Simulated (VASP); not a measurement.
# CdSe (zincblende type) in VASP: a series of runs

Runs on CdSe (zincblende type). Level: PBE. Tasks: single point.

Program: VASP 6.6.1. These are calculated values, not measurements. Logs are shortened: lines on timing, memory, paths and dates and some standing lists are left out, and cuts for length are marked.

## 1. The cell of the first run

The structure is tetragonal, space group I-4m2 (No. 119). Conventional cell: a = 4.250 Å, b = 4.250 Å, c = 6.196 Å, α = 90.00°, β = 90.00°, γ = 90.00°. Cd (site symmetry -4m2) has 4 Se at 2.63 Å within 3.5 Å. Se (site symmetry -4m2) has 4 Cd at 2.63 Å within 3.5 Å.

## 2. Single point, PBE (x and y stretched by -3 %, z held)

Input file INCAR:

```
PREC = Accurate
ENCUT = 520
EDIFF = 1E-6
ISMEAR = -1
SIGMA = 0.08
LREAL = F
LASPH = T
NELM = 80
ALGO = Normal
ISIF = 2
LWAVE = F
LCHARG = F
GGA = PE
NBANDS = 16
```

Input file KPOINTS:

```
regular mesh
0
Gamma
  10 10 10
```

Input file POSCAR:

```
CdSe
1.0
    0.0000000000      3.0051092287      3.0980507512
    3.0051092287      0.0000000000      3.0980507512
    3.0051092287      3.0051092287      0.0000000000
Cd Se
1 1
Direct
    0.0000000000      0.0000000000      0.0000000000
    0.2500000000      0.2500000000      0.2500000000
```

Potentials or basis: VASP PAW PBE potentials, release 64 (Cd, Se).

Started as:

```sh
> cat potpaw_PBE.64/Cd/POTCAR potpaw_PBE.64/Se/POTCAR > POTCAR
> mpirun -np 1 vasp_std > vasp.out
```

OUTCAR:

```text
PREC = Accurate
   ENCUT = 520
   EDIFF = 1E-6
   ISMEAR = -1
   LREAL = F
   LASPH = T
   NELM = 80
   ISIF = 2
   GGA = PE

 ion  position               nearest neighbor table
   1  0.000  0.000  0.000-   2 2.63   2 2.63   2 2.63   2 2.63
   2  0.250  0.250  0.250-   1 2.63   1 2.63   1 2.63   1 2.63

  LATTYP: Found a body centered tetragonal cell.
 ALAT       =     4.2498662276
 C/A-ratio  =     1.4579521261

  Lattice vectors:

 A1 = (  -3.0051092287,   0.0000000000,   3.0980507512)
 A2 = (   3.0051092287,   0.0000000000,   3.0980507512)
 A3 = (   0.0000000000,   3.0051092287,  -3.0980507512)

Analysis of symmetry for initial positions (statically):
=====================================================================
 Subroutine PRICEL returns:
 Original cell was already a primitive cell.

 Routine SETGRP: Setting up the symmetry group for a
 body centered tetragonal supercell.

 Subroutine GETGRP returns: Found  8 space group operations
 (whereof  8 operations were pure point group operations)
 out of a pool of 16 trial point group operations.

The static configuration has the point symmetry D_2d.

Analysis of symmetry for dynamics (positions and initial velocities):
=====================================================================
 Subroutine PRICEL returns:
 Original cell was already a primitive cell.

 Routine SETGRP: Setting up the symmetry group for a
 body centered tetragonal supercell.

 Subroutine GETGRP returns: Found  8 space group operations
 (whereof  8 operations were pure point group operations)
 out of a pool of 16 trial point group operations.

The dynamic configuration has the point symmetry D_2d.

 Subroutine INISYM returns: Found  8 space group operations
 (whereof  8 operations are pure point group operations),
 and found     1 'primitive' translations

----------------------------------------------------------------------------------------

                                     Primitive cell

  volume of cell :      55.9550

  direct lattice vectors                    reciprocal lattice vectors
     0.000000000  3.005109229  3.098050751    -0.166383303  0.166383303  0.161391804
     3.005109229  0.000000000  3.098050751     0.166383303 -0.166383303  0.161391804
     3.005109229  3.005109229  0.000000000     0.166383303  0.166383303 -0.161391804

  length of vectors
     4.316086182  4.316086182  4.249866228     0.285331599  0.285331599  0.285331599

  position of ions in fractional coordinates (direct lattice)
     0.000000000  0.000000000  0.000000000
     0.250000000  0.250000000  0.250000000

  ion indices of the primitive-cell ions
   primitive index   ion index
                 1           1
                 2           2

----------------------------------------------------------------------------------------

 KPOINTS: regular mesh

Automatic generation of k-mesh.
 Grid dimensions read from file:
 generate k-points for:   10   10   10

 Generating k-lattice:

  Cartesian coordinates                     Fractional coordinates (reciprocal lattice)
    -0.016638330  0.016638330  0.016139180     0.100000000  0.000000000  0.000000000
     0.016638330 -0.016638330  0.016139180     0.000000000  0.100000000  0.000000000
     0.016638330  0.016638330 -0.016139180     0.000000000  0.000000000  0.100000000

  Length of vectors
     0.028533160  0.028533160  0.028533160

  Shift w.r.t. Gamma in fractional coordinates (k-lattice)
     0.000000000  0.000000000  0.000000000

 Subroutine IBZKPT returns following result:
 ===========================================

 Found    102 irreducible k-points:

 Following reciprocal coordinates:
            Coordinates               Weight
  0.000000  0.000000  0.000000      1.000000
  0.100000 -0.000000  0.000000      8.000000
  0.200000 -0.000000  0.000000      8.000000
  0.300000 -0.000000  0.000000      8.000000
  0.400000 -0.000000  0.000000      8.000000
  0.500000 -0.000000  0.000000      4.000000
[... 16 lines left out ...]
  0.300000  0.300000  0.000000      2.000000
  0.400000  0.300000  0.000000      8.000000
 [... further k-points ...]
   k-points           NKPTS =    102   k-points in BZ     NKDIM =    102   number of bands    NBANDS=     16
   number of dos      NEDOS =    301   number of ions     NIONS =      2
   total plane-waves  NPLWV =  32768
   dimension x,y,z NGX =    32 NGY =   32 NGZ =   32
   dimension x,y,z NGXF=    64 NGYF=   64 NGZF=   64
   ions per type =               1   1
   NGX,Y,Z   is equivalent  to a cutoff of  12.33, 12.33, 12.52 a.u.
   NGXF,Y,Z  is equivalent  to a cutoff of  24.65, 24.65, 25.04 a.u.
 SYSTEM =  unknown system
   PREC   = accura    normal or accurate (medium, high low for compatibility)
   ISTART =      0    job   : 0-new  1-cont  2-samecut
   ICHARG =      2    charge: 1-file 2-atom 10-const
   ISPIN  =      1    spin polarized calculation?
   LNONCOLLINEAR =      F non collinear calculations
   LSORBIT =      F    spin-orbit coupling
   LASPH  =      T    aspherical Exc in radial PAW
   ENCUT  =  520.0 eV  38.22 Ry    6.18 a.u.   8.03  8.03  7.90*2*pi/ulx,y,z
   NELM   =     80;   NELMIN=  2; NELMDL= -5     # of ELM steps
   EDIFF  = 0.1E-05   stopping-criterion for ELM
   LREAL  =      F    real-space projection
   EDIFFG = 0.1E-04   stopping-criterion for IOM
   NSW    =      0    number of steps for IOM
   IBRION =     -1    ionic relax: 0-MD 1-quasi-New 2-CG
   NFREE  =      0    steps in history (QN), initial steepest desc. (CG)
   ISIF   =      2    stress and relaxation
   ISYM   =      2    0-nonsym 1-usesym 2-fastsym
   POTIM  = 0.5000    time-step for ionic-motion
   TEBEG  =    0.0;   TEEND  =   0.0 temperature during run
   PSTRESS=    0.0 pullay stress
   NELECT =      18.0000    total number of electrons
   NUPDOWN=      -1.0000    fix difference up-down
   EMIN   =  10.00;   EMAX   =-10.00  energy-range for DOS
   EFERMI =   0.00;   METHOD = LEGACY
   ISMEAR =    -1;   SIGMA  =   0.08  broadening in eV -4-tet -1-fermi 0-gaus
   EFERMI_NEDOS =   21; number of points for ismear=-14 and -15
   IALGO  =     38    algorithm
   IMIX   =      4    mixing-type and parameters
     AMIX     =   0.40;   BMIX     =  1.00
     AMIX_MAG =   1.60;   BMIX_MAG =  1.00
  volume/ion in A,a.u.               =      27.98       188.80
  Fermi-wavevector in a.u.,A,eV,Ry     =   1.121724  2.119751 17.119729  1.258265
  Thomas-Fermi vector in A             =   2.258379
   LORBIT       =      0    0 simple, 1 ext, 2 COOP (PROOUT), +10 PAW based schemes
   GGA     = PE    functional components
   LHFCALC =     F    Hartree Fock is set to
   AEXX    =    0.0000 exact exchange contribution
   IVDW    =     0    specifies the selected vdW correction
   LEPSILON=     F    determine dielectric tensor
   LRPA    =     F    only Hartree local field effects (RPA)
 non-spin polarized calculation
  energy-cutoff  :      520.00
  volume of cell :       55.96
 maximum number of plane-waves:      1522
   NGX = 17   NGY = 17   NGZ = 15

 number of electron      17.9999998 magnetization

 Free energy of the ion-electron system (eV)
  ---------------------------------------------------
  ext. energy  EPLUGINS =         0.00000000
  ---------------------------------------------------
  free energy    TOTEN  =        -5.45948879 eV

  energy without entropy =       -5.45935153  energy(sigma->0) =       -5.45942016

 E-fermi :   1.4041     XC(G=0):  -8.9116

 val. band max:        1.0161947670   @ k =   0.0000   0.0000   0.0000
 cond. band min:       1.6007559763   @ k =   0.0000   0.0000   0.0000
 fundamental gap:      0.5845612093
 Fermi energy:         1.4040855074

 k-point     1 :       0.0000    0.0000    0.0000
  band No.  band energies     occupation
      1     -11.6387      2.00000
      2      -6.9775      2.00000
      3      -6.9630      2.00000
      4      -6.9630      2.00000
      5      -6.5926      2.00000
      6      -6.5844      2.00000
[... 8 lines left out ...]
     15      11.8410      0.00000
     16      12.3291      0.00000

 k-point     2 :       0.1000   -0.0000    0.0000
  band No.  band energies     occupation
      1     -11.6033      2.00000
      2      -6.9630      2.00000
      3      -6.9515      2.00000
      4      -6.9359      2.00000
      5      -6.5927      2.00000
      6      -6.5857      2.00000
[... 8 lines left out ...]
     15      11.4009      0.00000
     16      11.6633      0.00000

 k-point     3 :       0.2000   -0.0000    0.0000
  band No.  band energies     occupation
      1     -11.5096      2.00000
      2      -6.9339      2.00000
      3      -6.9230      2.00000
      4      -6.8372      2.00000
      5      -6.5901      2.00000
      6      -6.5870      2.00000
[... 8 lines left out ...]
     15      11.1513      0.00000
     16      11.4487      0.00000

 k-point     4 :       0.3000   -0.0000    0.0000
  band No.  band energies     occupation
      1     -11.3926      2.00000
      2      -6.9045      2.00000
      3      -6.8919      2.00000
      4      -6.6549      2.00000
      5      -6.5831      2.00000
      6      -6.5789      2.00000
[... 8 lines left out ...]
     15      11.3313      0.00000
     16      11.3462      0.00000

 k-point     5 :       0.4000   -0.0000    0.0000
  band No.  band energies     occupation
      1     -11.2972      2.00000
      2      -6.8861      2.00000
      3      -6.8715      2.00000
      4      -6.5742      2.00000
      5      -6.5680      2.00000
      6      -6.4167      2.00000
[... 8 lines left out ...]
     15      12.1987      0.00000
     16      12.3118      0.00000

 k-point     6 :       0.5000   -0.0000    0.0000
  band No.  band energies     occupation
      1     -11.2607      2.00000
      2      -6.8804      2.00000
      3      -6.8650      2.00000
      4      -6.5692      2.00000
      5      -6.5603      2.00000
      6      -6.2901      2.00000
[... 8 lines left out ...]
     15      13.0583      0.00000
     16      13.2315      0.00000
[... 267 lines left out ...]
 k-point    21 :      -0.3000    0.2000    0.0000
  band No.  band energies     occupation
      1     -11.2631      2.00000
      2      -6.8554      2.00000
      3      -6.8394      2.00000
      4      -6.6021      2.00000
      5      -6.5965      2.00000
      6      -6.3623      2.00000
[... 8 lines left out ...]
     15      12.3488      0.00000
     16      13.4044      0.00000

 k-point    22 :      -0.2000    0.2000    0.0000
  band No.  band energies     occupation
      1     -11.3510      2.00000
      2      -6.8755      2.00000
      3      -6.8734      2.00000
      4      -6.6630      2.00000
      5      -6.6037      2.00000
      6      -6.5116      2.00000
[... 8 lines left out ...]
     15      12.3688      0.00000
     16      13.2519      0.00000

 k-point    23 :       0.3000    0.3000    0.0000
  band No.  band energies     occupation
      1     -11.3217      2.00000
      2      -6.8001      2.00000
      3      -6.8001      2.00000
      4      -6.7691      2.00000
      5      -6.5671      2.00000
      6      -6.5499      2.00000
[... 8 lines left out ...]
     15      12.9728      0.00000
     16      14.9514      0.00000

 k-point    24 :       0.4000    0.3000    0.0000
  band No.  band energies     occupation
      1     -11.2480      2.00000
      2      -6.7975      2.00000
      3      -6.7674      2.00000
      4      -6.7163      2.00000
      5      -6.5451      2.00000
      6      -6.4474      2.00000
[... 8 lines left out ...]
     15      13.2988      0.00000
     16      14.7094      0.00000

 [... further k-points ...]
[... 5 lines left out ...]
  --------------------------------------------------------------------------------------
  -------------------------------------------------------------------------------------
  Total        1.2619438      1.2619438      1.0995446      0.0000000      0.0000000      0.0000000
  in kB       36.1336256     36.1336256     31.4835994      0.0000000      0.0000000      0.0000000
  external PRESSURE =      34.5836168 kB  Pullay stress =       0.0000000 kB

 VOLUME and BASIS-vectors are now :
 -----------------------------------------------------------------------------
  energy-cutoff  :      520.00
  volume of cell :       55.96
      direct lattice vectors                 reciprocal lattice vectors
     0.000000000  3.005109229  3.098050751    -0.166383303  0.166383303  0.161391804
     3.005109229  0.000000000  3.098050751     0.166383303 -0.166383303  0.161391804
     3.005109229  3.005109229  0.000000000     0.166383303  0.166383303 -0.161391804

 POSITION                                       TOTAL-FORCE (eV/Angst)
 -----------------------------------------------------------------------------------
      0.00000      0.00000      0.00000         0.000000      0.000000     -0.000000
      1.50255      1.50255      1.54903        -0.000000     -0.000000      0.000000
 -----------------------------------------------------------------------------------
    total drift:                               -0.000000     -0.000000     -0.000000

  FREE ENERGIE OF THE ION-ELECTRON SYSTEM (eV)
  ---------------------------------------------------
  free  energy   TOTEN  =        -5.4594887910 eV

  energy  without entropy=       -5.4593515333  energy(sigma->0) =       -5.45942016
```

It took 73 s on 1 thread of Intel Xeon 8259CL, shared host; peak memory 0.24 GiB.

Results:

```yaml
Free_energy: -5.4595 eV
Pressure: 3.5 GPa
Band_gap_on_the_k_mesh: 0.58 eV
```

Levels at points of the mesh, in eV from the valence-band top:
```
           k point  band 7  band 8  band 9  band 10  band 11  band 12
(0.00, 0.00, 0.00)   -0.10    0.00    0.00     0.58     5.91     5.91
(0.50, 0.00, 0.00)   -4.45   -0.86   -0.72     2.36     6.32     6.52
(0.50, 0.50, 0.00)   -4.25   -1.82   -1.82     3.17     3.90     8.92
(0.50, 0.00, 0.50)   -4.08   -1.97   -1.92     3.06     3.65     9.20
```

Caveat: the cell differs from its parent crystal (x and y stretched by -3 %, z held); the cell stands under pressure.

## 3. Single point, PBE (atom 2 (Se) moved by [0.08, 0.0, 0.0] A)

Input file INCAR:

```
ALGO = Normal ; EDIFF = 1E-7
ENCUT = 520 ; GGA = PE
ISIF = 2 ; ISMEAR = -1
LASPH = T ; LCHARG = F
LREAL = F ; LWAVE = F
NBANDS = 16 ; NELM = 100
PREC = Accurate ; SIGMA = 0.08
```

Input file KPOINTS:

```
k-points
0
Gamma
  10 10 10
```

Input file POSCAR:

```
CdSe
1.0
    0.0000000000      3.0980507512      3.0980507512
    3.0980507512      0.0000000000      3.0980507512
    3.0980507512      3.0980507512      0.0000000000
Cd Se
1 1
Direct
    0.0000000000      0.0000000000      0.0000000000
    0.2370886557      0.2629113443      0.2629113443
```

Potentials or basis: VASP PAW PBE potentials, release 64 (Cd, Se).

Started as:

```sh
> cat potpaw_PBE.64/Cd/POTCAR potpaw_PBE.64/Se/POTCAR > POTCAR
> mpirun -np 1 vasp_std > vasp.out
```

Wall time 3.8 min (1 thread of Intel Xeon 8259CL, shared host); peak memory 0.33 GiB.

The run converged. Its results:

* Free energy: -5.4866 eV
* Pressure: 0.4 GPa
* Largest force: 0.334 eV/Å
* Band gap on the k mesh: 0.46 eV

Forces on the atoms (eV/Å):
```
Cd   0.334  0.000  0.000
Se  -0.334  0.000  0.000
```

Stress tensor (GPa, compression positive):
```
 0.28  0.00  0.00
 0.00  0.40 -1.12
 0.00 -1.12  0.40
```

Levels at points of the mesh, in eV from the valence-band top:
```
           k point  band 7  band 8  band 9  band 10  band 11  band 12
(0.00, 0.00, 0.00)   -0.10   -0.04    0.00     0.46     5.86     5.89
(0.50, 0.00, 0.00)   -4.02   -0.78   -0.62     2.21     6.19     6.51
(0.00, 0.50, 0.00)   -4.21   -0.81   -0.65     2.35     6.27     6.58
(0.50, 0.50, 0.00)   -3.88   -1.71   -1.70     3.19     3.65     8.82
(0.00, 0.50, 0.50)   -3.87   -1.74   -1.68     3.15     3.69     8.81
```

Caveat: the cell differs from its parent crystal (atom 2 (Se) moved by [0.08, 0.0, 0.0] A).
